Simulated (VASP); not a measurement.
ZnSe:

```xyz
2
Lattice="0.0000 2.8324 2.8324 2.8324 0.0000 2.8324 2.8324 2.8324 0.0000" Properties=species:S:1:pos:R:3 pbc="T T T"
Zn    0.0000    0.0000    0.0000
Se    1.4162    1.4162    1.4162
```

Base run:

| Quantity | Value |
| --- | --- |
| Program | VASP 6.6.1 |
| Functional | r2SCAN |
| Dispersion | D3(BJ) |
| Potentials or basis | VASP PAW PBE potentials, release 64 (Zn, Se) |
| Cutoff | 520 eV |
| k mesh | 6 × 6 × 6 |
| Occupations | gaussian, width 0.01 eV |
| Spin | no spin polarisation |

Its results: band gap on the k mesh 1.87 eV, direct; pressure -0.9 GPa.

Q: The run is repeated on the same cell with these changes: dispersion from D3(BJ) to none. What comes out?

A: Band gap on the k mesh 1.87 eV, direct; pressure 0.1 GPa.

Dispersion adds attraction, which lowers the pressure at fixed volume and, as a term added to the energy, leaves the levels alone.

Caveats: the PAW data sets were made with another functional, which shifts forces and pressure a little.

